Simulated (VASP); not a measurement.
Input of a VASP 6.6.1 run:

File POSCAR:

```
ZrS2
1.0
    3.6743990828      0.0000000000      0.0000000000
   -1.8371995414      3.1821229494      0.0000000000
    0.0000000000      0.0000000000      5.8568562426
Zr S
1 2
Direct
    0.0000000000      0.0000000000      0.0000000000
    0.3333333333      0.6666666667      0.2462324613
    0.6666666667      0.3333333333      0.7537675387
```

INCAR.step1

```
SYSTEM = ZrS2
  ALGO = Normal
  EDIFF = 1E-5
  ENCUT = 400
  GGA = PE
  GGA_COMPAT = .FALSE.
  ISIF = 2
  ISMEAR = 0
  LASPH = .TRUE.
  LCHARG = .FALSE.
  LREAL = .FALSE.
  LWAVE = .TRUE.
  NBANDS = 19
  NELM = 120
  PREC = Accurate
  SIGMA = 0.01
```

Contents of INCAR.step2:

```
SYSTEM = ZrS2
  AEXX = 0.3
  ALGO = Normal
  EDIFF = 1E-6
  ENCUT = 400
  GGA = PE
  GGA_COMPAT = .FALSE.
  HFSCREEN = 0.2078
  ISIF = 2
  ISMEAR = 0
  ISTART = 1
  LASPH = .TRUE.
  LCHARG = .FALSE.
  LHFCALC = .TRUE.
  LREAL = .FALSE.
  LWAVE = .FALSE.
  NBANDS = 19
  NELM = 120
  PREC = Accurate
  PRECFOCK = Normal
  SIGMA = 0.01
```

Contents of KPOINTS:

```
k-points
0
G
  6 6 2
  0 0 0
```

Potentials or basis: VASP PAW PBE potentials, release 64 (Zr_sv, S).

The run is started by

```console
$ cat potpaw_PBE.64/Zr_sv/POTCAR potpaw_PBE.64/S/POTCAR > POTCAR
$ cp INCAR.step1 INCAR
$ mpirun -np 1 vasp_std > vasp.out
$ cp INCAR.step2 INCAR
$ mpirun -np 1 vasp_std > vasp.out
```

(1) Predict the pressure.

(2) Predict the largest force.

(3) Predict the band gap on the k mesh.

Answers

(1) -0.2 GPa.

(2) 0.229 eV/Å.

(3) 1.85 eV (least direct gap 2.58 eV).

Caveat: the k points lie up to 0.54 Å⁻¹ apart; the PAW data sets were made with another functional, which shifts forces and pressure a little.
